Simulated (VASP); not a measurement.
# Hg (P6/mmm) in VASP: notebook

The runs below take Hg through single point, relaxation of shape and atoms at fixed volume, with PBE+D3(BJ).

Program: VASP 6.6.1. These are calculated values, not measurements. Logs are shortened: lines on timing, memory, paths and dates and some standing lists are left out, and cuts for length are marked.

## (1) The cell of the first run

Symmetry: P6/mmm, No. 191, hexagonal system. Conventional cell: a = 5.272 Å, b = 5.272 Å, c = 3.107 Å, α = 90.00°, β = 90.00°, γ = 120.00°. Hg (site symmetry -6m2) has 11 Hg at 3.04 to 3.42 Å within 4.0 Å. Hg (site symmetry 6/mmm) has 14 Hg at 3.11 to 3.42 Å within 4.1 Å.

## (2) Single point, PBE+D3(BJ) (24.93 Å³/atom)

Input file INCAR:

```
PREC = Accurate
ENCUT = 550
EDIFF = 1E-6
ISMEAR = 0
SIGMA = 0.1
LREAL = F
LASPH = T
NELM = 120
ALGO = Normal
ISIF = 2
LWAVE = F
LCHARG = T
GGA = PE
IVDW = 12
LELF = T
LVHAR = T
NBANDS = 37
GGA_COMPAT = F
```

Input file KPOINTS:

```
regular mesh
0
Gamma
  9 9 14
```

Input file POSCAR:

```
Hg
1.0
    5.2723348463      0.0000000000      0.0000000000
   -2.6361674232      4.5659759142      0.0000000000
    0.0000000000      0.0000000000      3.1071988655
Hg
3
Direct
    0.3333333333      0.6666666667      0.5000000000
    0.0000000000      0.0000000000      0.0000000000
    0.6666666667      0.3333333333      0.5000000000
```

Potentials or basis: VASP PAW PBE potentials, release 64 (Hg_sv_GW).

Command:

```console
$ cat potpaw_PBE.64/Hg_sv_GW/POTCAR > POTCAR
$ mpirun -np 1 vasp_std > vasp.out
```

OUTCAR:

```text
PREC = Accurate
   ENCUT = 550
   EDIFF = 1E-6
   ISMEAR = 0
   LREAL = F
   LASPH = T
   NELM = 120
   ISIF = 2
   GGA = PE
   IVDW = 12
 IVDW          = 12

 ion  position               nearest neighbor table
   1  0.333  0.667  0.500-   3 3.04   3 3.04   3 3.04
   2  0.000  0.000  0.000-
   3  0.667  0.333  0.500-   1 3.04   1 3.04   1 3.04

  LATTYP: Found a hexagonal cell.
 ALAT       =     5.2723348463
 C/A-ratio  =     0.5893401986

  Lattice vectors:

 A1 = (   5.2723348463,   0.0000000000,   0.0000000000)
 A2 = (  -2.6361674232,   4.5659759142,   0.0000000000)
 A3 = (   0.0000000000,   0.0000000000,   3.1071988655)

Analysis of symmetry for initial positions (statically):
=====================================================================
 Subroutine PRICEL returns:
 Original cell was already a primitive cell.

 Routine SETGRP: Setting up the symmetry group for a
 hexagonal supercell.

 Subroutine GETGRP returns: Found 24 space group operations
 (whereof 24 operations were pure point group operations)
 out of a pool of 24 trial point group operations.

The static configuration has the point symmetry D_6h.

Analysis of symmetry for dynamics (positions and initial velocities):
=====================================================================
 Subroutine PRICEL returns:
 Original cell was already a primitive cell.

 Routine SETGRP: Setting up the symmetry group for a
 hexagonal supercell.

 Subroutine GETGRP returns: Found 24 space group operations
 (whereof 24 operations were pure point group operations)
 out of a pool of 24 trial point group operations.

The dynamic configuration has the point symmetry D_6h.

 Subroutine INISYM returns: Found 24 space group operations
 (whereof 24 operations are pure point group operations),
 and found     1 'primitive' translations

----------------------------------------------------------------------------------------

                                     Primitive cell

  volume of cell :      74.8007

  direct lattice vectors                    reciprocal lattice vectors
     5.272334846  0.000000000  0.000000000     0.189669289  0.109505615  0.000000000
    -2.636167423  4.565975914  0.000000000     0.000000000  0.219011230  0.000000000
     0.000000000  0.000000000  3.107198866     0.000000000  0.000000000  0.321833279

  length of vectors
     5.272334846  5.272334846  3.107198866     0.219011230  0.219011230  0.321833279

  position of ions in fractional coordinates (direct lattice)
     0.333333333  0.666666667  0.500000000
[... 79 lines left out ...]
   NELM   =    120;   NELMIN=  2; NELMDL= -5     # of ELM steps
   EDIFF  = 0.1E-05   stopping-criterion for ELM
   LREAL  =      F    real-space projection
   EDIFFG = 0.1E-04   stopping-criterion for IOM
   NSW    =      0    number of steps for IOM
   IBRION =     -1    ionic relax: 0-MD 1-quasi-New 2-CG
   NFREE  =      0    steps in history (QN), initial steepest desc. (CG)
   ISIF   =      2    stress and relaxation
   ISYM   =      2    0-nonsym 1-usesym 2-fastsym
   POTIM  = 0.5000    time-step for ionic-motion
   TEBEG  =    0.0;   TEEND  =   0.0 temperature during run
   PSTRESS=    0.0 pullay stress
   NELECT =      60.0000    total number of electrons
   NUPDOWN=      -1.0000    fix difference up-down
   EMIN   =  10.00;   EMAX   =-10.00  energy-range for DOS
   EFERMI =   0.00;   METHOD = LEGACY
   ISMEAR =     0;   SIGMA  =   0.10  broadening in eV -4-tet -1-fermi 0-gaus
   EFERMI_NEDOS =   21; number of points for ismear=-14 and -15
   IALGO  =     38    algorithm
   IMIX   =      4    mixing-type and parameters
     AMIX     =   0.40;   BMIX     =  1.00
     AMIX_MAG =   1.60;   BMIX_MAG =  1.00
  volume/ion in A,a.u.               =      24.93       168.26
  Fermi-wavevector in a.u.,A,eV,Ry     =   1.521096  2.874455 31.480260  2.313734
  Thomas-Fermi vector in A             =   2.629858
   LORBIT       =      0    0 simple, 1 ext, 2 COOP (PROOUT), +10 PAW based schemes
   GGA     = PE    functional components
   LHFCALC =     F    Hartree Fock is set to
   AEXX    =    0.0000 exact exchange contribution
   IVDW    =    12    specifies the selected vdW correction
   LEPSILON=     F    determine dielectric tensor
   LRPA    =     F    only Hartree local field effects (RPA)
 non-spin polarized calculation
 Gauss-broadening in eV      SIGMA  =   0.10
  energy-cutoff  :      550.00
  volume of cell :       74.80
 maximum number of plane-waves:      2217
   NGX = 21   NGY = 21   NGZ = 11

 number of electron      60.0000001 magnetization

 Free energy of the ion-electron system (eV)
  ---------------------------------------------------
  ext. energy  EPLUGINS =         0.00000000
  ---------------------------------------------------
  free energy    TOTEN  =        -0.45114879 eV

  energy without entropy =       -0.44970360  energy(sigma->0) =       -0.45042619

 E-fermi :   5.3843     XC(G=0): -10.9831

 val. band max:        5.3126699428   @ k =   0.2222   0.0000   0.0000
 cond. band min:       5.4193640777   @ k =   0.2222   0.2222   0.4286
 fundamental gap:      0.1066941349
 Fermi energy:         5.3843238191

 k-point     1 :       0.0000    0.0000    0.0000
  band No.  band energies     occupation
      1    -109.4161      2.00000
      2    -109.4146      2.00000
      3    -109.2486      2.00000
      4     -57.7706      2.00000
      5     -57.7706      2.00000
      6     -57.7433      2.00000
[... 949 lines left out ...]
     36      15.5937      0.00000
     37      16.0985      0.00000

 [... further k-points ...]

------------------------ aborting loop because EDIFF is reached ----------------------------------------

 Edisp (eV)   -1.26140

 E8    (eV) :    -0.5722

  FORCE on cell =-STRESS in cart. coord.  units (eV):
  Direction    XX          YY          ZZ          XY          YZ          ZX
  --------------------------------------------------------------------------------------
  -------------------------------------------------------------------------------------
  Total       0.29821     0.29821     0.32342    -0.00000     0.00000    -0.00000
  in kB       6.38737     6.38737     6.92740    -0.00000     0.00000    -0.00000
  external pressure =        6.57 kB  Pullay stress =        0.00 kB

 VOLUME and BASIS-vectors are now :
 -----------------------------------------------------------------------------
  energy-cutoff  :      550.00
  volume of cell :       74.80
      direct lattice vectors                 reciprocal lattice vectors
     5.272334846  0.000000000  0.000000000     0.189669289  0.109505615  0.000000000
    -2.636167423  4.565975914  0.000000000     0.000000000  0.219011230  0.000000000
     0.000000000  0.000000000  3.107198866     0.000000000  0.000000000  0.321833279

 POSITION                                       TOTAL-FORCE (eV/Angst)
 -----------------------------------------------------------------------------------
     -0.00000      3.04398      1.55360        -0.000000      0.000000      0.000000
      0.00000      0.00000      0.00000        -0.000000      0.000000     -0.000000
      2.63617      1.52199      1.55360         0.000000      0.000000     -0.000000
 -----------------------------------------------------------------------------------
    total drift:                               -0.000000      0.000000      0.000000

  FREE ENERGIE OF THE ION-ELECTRON SYSTEM (eV)
  ---------------------------------------------------
  free  energy   TOTEN  =        -1.7125531899 eV

  energy  without entropy=       -1.7111079958  energy(sigma->0) =       -1.71183059
```

It took 3.2 min on 1 thread of Intel Xeon Platinum 8259CL at 2.50GHz (Skylake/Cascade Lake), shared host; peak memory 0.38 GiB.

Results:

```yaml
Free_energy: -1.7126 eV
Pressure: 0.7 GPa
Band_gap_on_the_k_mesh: zero (bands 30 and 31 overlap by 3.92 eV)
Dispersion_energy_per_atom: -0.420 eV
```

Levels at points of the mesh, in eV from the Fermi level:
```tsv
k point	band 26	band 27	band 28	band 29	band 30	band 31	band 32	band 33	band 34	band 35
(0.00, 0.00, 0.00)	-6.25	-5.71	-5.71	-1.16	-0.74	1.91	1.91	1.96	1.96	8.42
(0.00, 0.00, 0.50)	-5.83	-5.42	-3.17	-2.77	2.75	3.41	3.44	3.77	4.23	4.23
```

Caveat: spin-orbit coupling is left out, which moves the levels of the heavy elements.

(Part 1 of 2 ends here.)

The gap in the log of VASP goes by the Fermi energy; the results here count the filled bands.